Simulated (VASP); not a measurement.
# MgH2 (P1) in VASP: further runs, part 2 of 2

VASP 6.6.1.

## Step 5: Single point, PBEsol

INCAR reads:

```
  PREC = Accurate
  ENCUT = 600
  EDIFF = 1E-6
  ISMEAR = -1
  SIGMA = 0.05
  LREAL = False
  LASPH = True
  NELM = 120
  ALGO = Normal
  ISIF = 2
  LWAVE = False
  LCHARG = False
  GGA = PS
  NBANDS = 9
  GGA_COMPAT = False
```

KPOINTS reads:

```
regular mesh
0
Gamma
  5 5 5
```

POSCAR reads:

```
MgH2
1.0
    0.0000000000      2.3810670000      2.3810670000
    2.3810670000      0.0000000000      2.3810670000
    2.3810670000      2.3810670000      0.0000000000
Mg H
1 2
Direct
   -0.0047516882      0.0042005178      0.0048750051
    0.7786088900      0.7242745679      0.7138584280
    0.3359657968      0.1744407425      0.1685933423
```

Potentials or basis: VASP PAW PBE potentials, release 64 (Mg, H).

Run with:

```bash
$ cat potpaw_PBE.64/Mg/POTCAR potpaw_PBE.64/H/POTCAR > POTCAR
$ mpirun -np 1 vasp_std > vasp.out
```

OUTCAR:

```text
PREC = Accurate
   ENCUT = 600
   EDIFF = 1E-6
   ISMEAR = -1
   LREAL = False
   LASPH = True
   NELM = 120
   ISIF = 2
   GGA = PS

 ion  position               nearest neighbor table
   1  0.995  0.004  0.005-   3 1.84   3 1.89   2 1.95   2 1.99   2 2.16   2 2.17
   2  0.779  0.724  0.714-   1 1.95   1 1.99   1 2.16   1 2.17
   3  0.336  0.174  0.169-   1 1.84   1 1.89

  LATTYP: Found a face centered cubic cell.
 ALAT       =     4.7621340000

  Lattice vectors:

 A1 = (   0.0000000000,   2.3810670000,   2.3810670000)
 A2 = (   2.3810670000,   0.0000000000,   2.3810670000)
 A3 = (   2.3810670000,   2.3810670000,   0.0000000000)

Analysis of symmetry for initial positions (statically):
=====================================================================
 Subroutine PRICEL returns:
 Original cell was already a primitive cell.

 Routine SETGRP: Setting up the symmetry group for a
 face centered cubic supercell.

 Subroutine GETGRP returns: Found  1 space group operations
 (whereof  1 operations were pure point group operations)
 out of a pool of 48 trial point group operations.

The static configuration has the point symmetry C_1 .

Analysis of symmetry for dynamics (positions and initial velocities):
=====================================================================
 Subroutine PRICEL returns:
 Original cell was already a primitive cell.

 Routine SETGRP: Setting up the symmetry group for a
 face centered cubic supercell.

 Subroutine GETGRP returns: Found  1 space group operations
 (whereof  1 operations were pure point group operations)
 out of a pool of 48 trial point group operations.

The dynamic configuration has the point symmetry C_1 .

 Subroutine INISYM returns: Found  1 space group operations
 (whereof  1 operations are pure point group operations),
 and found     1 'primitive' translations

[... 115 lines left out ...]
     AMIX     =   0.40;   BMIX     =  1.00
     AMIX_MAG =   1.60;   BMIX_MAG =  1.00
  volume/ion in A,a.u.               =       9.00        60.73
  Fermi-wavevector in a.u.,A,eV,Ry     =   0.866257  1.636988 10.209818  0.750400
  Thomas-Fermi vector in A             =   1.984619
   LORBIT       =      0    0 simple, 1 ext, 2 COOP (PROOUT), +10 PAW based schemes
   GGA     = PS    functional components
   LHFCALC =     F    Hartree Fock is set to
   AEXX    =    0.0000 exact exchange contribution
   IVDW    =     0    specifies the selected vdW correction
   LEPSILON=     F    determine dielectric tensor
   LRPA    =     F    only Hartree local field effects (RPA)
 non-spin polarized calculation
  energy-cutoff  :      600.00
  volume of cell :       27.00
 maximum number of plane-waves:       914
   NGX = 13   NGY = 13   NGZ = 13

 number of electron       4.0000000 magnetization

 Free energy of the ion-electron system (eV)
  ---------------------------------------------------
  ext. energy  EPLUGINS =         0.00000000
  ---------------------------------------------------
  free energy    TOTEN  =        -8.40768291 eV

  energy without entropy =       -8.40518904  energy(sigma->0) =       -8.40643597

 E-fermi :   2.7971     XC(G=0):  -9.0725

 val. band max:        2.4515604457   @ k =   0.2000   0.2000   0.0000
 cond. band min:       2.8483484929   @ k =   0.0000  -0.4000   0.4000
 fundamental gap:      0.3967880473
 Fermi energy:         2.7970945910

 k-point     1 :       0.0000    0.0000    0.0000
  band No.  band energies     occupation
      1      -7.0693      2.00000
      2       3.9050      0.00000
      3      11.9451      0.00000
      4      12.2199      0.00000
      5      12.2657      0.00000
      6      14.4694      0.00000
      7      14.6053      0.00000
      8      14.6292      0.00000
      9      15.7952      0.00000
[... 265 lines left out ...]
 k-point    24 :       0.4000    0.0000    0.2000
  band No.  band energies     occupation
      1      -4.5123      2.00000
      2       0.3699      2.00000
      3       6.8760      0.00000
      4       7.7910      0.00000
      5       9.0766      0.00000
      6      14.2573      0.00000
      7      15.7164      0.00000
      8      17.0481      0.00000
      9      17.7372      0.00000

 [... further k-points ...]
[... 5 lines left out ...]
  --------------------------------------------------------------------------------------
  -------------------------------------------------------------------------------------
  Total        0.2570597      0.2495855      0.2459125     -0.0164427      0.2939623     -0.0842436
  in kB       15.2545625     14.8110264     14.5930616     -0.9757529     17.4444551     -4.9992253
  external PRESSURE =      14.8862168 kB  Pullay stress =       0.0000000 kB

 VOLUME and BASIS-vectors are now :
 -----------------------------------------------------------------------------
  energy-cutoff  :      600.00
  volume of cell :       27.00
      direct lattice vectors                 reciprocal lattice vectors
     0.000000000  2.381067000  2.381067000    -0.209989891  0.209989891  0.209989891
     2.381067000  0.000000000  2.381067000     0.209989891 -0.209989891  0.209989891
     2.381067000  2.381067000  0.000000000     0.209989891  0.209989891 -0.209989891

 POSITION                                       TOTAL-FORCE (eV/Angst)
 -----------------------------------------------------------------------------------
      0.02161      2.38136      2.37975        -0.801281      0.062768      0.138238
      3.42429      3.55366      3.57847        -0.088703      0.081420     -0.011468
      0.81679      1.20139      1.21531         0.889984     -0.144188     -0.126770
 -----------------------------------------------------------------------------------
    total drift:                                0.000241      0.000006     -0.000032

  FREE ENERGIE OF THE ION-ELECTRON SYSTEM (eV)
  ---------------------------------------------------
  free  energy   TOTEN  =        -8.4076829132 eV

  energy  without entropy=       -8.4051890368  energy(sigma->0) =       -8.40643597
```

stdout:

```text
POSCAR found type information on POSCAR MgH
 POSCAR found :  2 types and       3 ions
 scaLAPACK will be used
 -----------------------------------------------------------------------------
|                                                                             |
|                                                                             |
|     You enforced a specific xc type in the INCAR file but a different       |
|     I HOPE YOU KNOW WHAT YOU ARE DOING!                                     |
|                                                                             |
 -----------------------------------------------------------------------------

 LDA part: xc-table for (Slater+PW92), standard interpolation
 POSCAR, INCAR and KPOINTS ok, starting setup
 FFT: planning ... GRIDC
 FFT: planning ... GRID_SOFT
 FFT: planning ... GRID
 WAVECAR not read
 entering main loop
```

Wall time 14 s (1 thread of Intel Xeon Platinum 8375C at 2.90GHz (Ice Lake), shared host); peak memory 0.17 GiB.

Results:

```yaml
Free_energy: -8.4077 eV
Pressure: 1.5 GPa
Largest_force: 0.910 eV/Å
Band_gap_on_the_k_mesh: zero (bands 2 and 3 overlap by 1.06 eV)
```

Forces in eV/Å, atoms in the order of the input:
```
Mg  -0.801  0.063  0.138
H   -0.089  0.081 -0.011
H    0.890 -0.144 -0.127
```

Stress tensor (GPa, compression positive):
```
 1.53 -0.10 -0.50
-0.10  1.48  1.74
-0.50  1.74  1.46
```

Caveat: the k points lie up to 0.46 Å⁻¹ apart, too coarse for converged energies and pressures of a metal; the PAW data sets were made with another functional, which shifts forces and pressure a little.

## Step 6: Overview

| cell | gap on the mesh (eV) | pressure (GPa) | largest force (eV/Å) |
| --- | --- | --- | --- |
| as given, atomic positions A | none | 0.8 | 0.83 |
| as given, atomic positions B | none | 1.0 | 0.87 |
| as given, atomic positions C | none | 1.3 | 0.89 |
| as given, atomic positions D | none | 1.5 | 0.91 |

Alike in all rows: task single point; level PBEsol; potentials or basis VASP PAW PBE potentials, release 64 (Mg, H); no spin polarisation; k mesh 5 × 5 × 5; cutoff (eV) 600; smearing fermi-dirac 0.05 eV.

Caveats: all runs use coarse meshes; the PAW data sets were made with another functional, which shifts forces and pressure a little.

Absolute energies hang on the potentials; compare differences alone.
